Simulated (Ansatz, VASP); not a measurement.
## One calculation of NaCl, two programs

The input INCAR:

```
PREC = Accurate
ENCUT = 600
EDIFF = 1E-6
ISMEAR = 0
SIGMA = 0.01
LREAL = F
LASPH = T
NELM = 100
ALGO = Normal
ISIF = 3
LWAVE = F
LCHARG = F
GGA = PE
IBRION = 2
NSW = 80
EDIFFG = -0.001
```

The input KPOINTS:

```
Automatic mesh
0
Gamma
  8 8 8
```

File POSCAR:

```
NaCl
1.0
   -2.2193421364      2.2193421364      3.1043318560
    2.2193421364     -2.2193421364      3.1043318560
    2.2193421364      2.2193421364     -3.1043318560
Na Cl
1 1
Direct
    0.0000000000      0.0000000000      0.0000000000
    0.2500000000      0.7500000000      0.5000000000
```

Input for Ansatz:

```yaml
crystal:
  lattice:
    - [-2.2193421364, 2.2193421364, 3.104331856]
    - [2.2193421364, -2.2193421364, 3.104331856]
    - [2.2193421364, 2.2193421364, -3.104331856]
  atoms:
    - { symbol: Na, position: [0.0, 0.0, 0.0] }
    - { symbol: Cl, position: [0.25, 0.75, 0.5] }
basis:
  ecutwfc: 420
kpoints:
  mp_grid: { grid: [8, 8, 8] }
hamiltonian:
  xc: pbe
scf:
  occupations: { method: fixed }
output:
  forces: true
  stress: true
  eigenvalues: true
  write_density: true
  write_potential: true
  elf: true
  volumetric_format: npy
relax:
  adjacent_minimum: "off"
  f_tol: 0.001
  max_steps: 60
  cell: { stress_tol: 0.01 }
```

Alike in both runs: task relaxation of cell and atoms; functional PBE; k mesh 8 × 8 × 8; no spin polarisation.

|  | VASP | Ansatz |
| --- | --- | --- |
| version | VASP 6.6.1 | Ansatz 0.2.0 |
| potentials or method | VASP PAW PBE potentials, release 64 (Na_pv, Cl), cutoff 600 eV | scalar-relativistic, plane waves, PAW |
| occupations | gaussian, width 0.01 eV | fixed |
| valence electrons in the cell | 14 | 16 |

```csv
,VASP,Ansatz,Ansatz less VASP
"gap on the k mesh at the Fermi level, each at its own relaxed structure (eV)",4.85,4.85,0.000
relaxed volume (Å³/atom),30.58,30.58,+0.004
relaxed length of the cell vector where the two differ most in proportion (Å),4.423,4.423,+0.0004
```

VASP's potentials hold 14 valence electrons a cell and Ansatz's 16, so a difference there can come from the potentials and not from the codes.
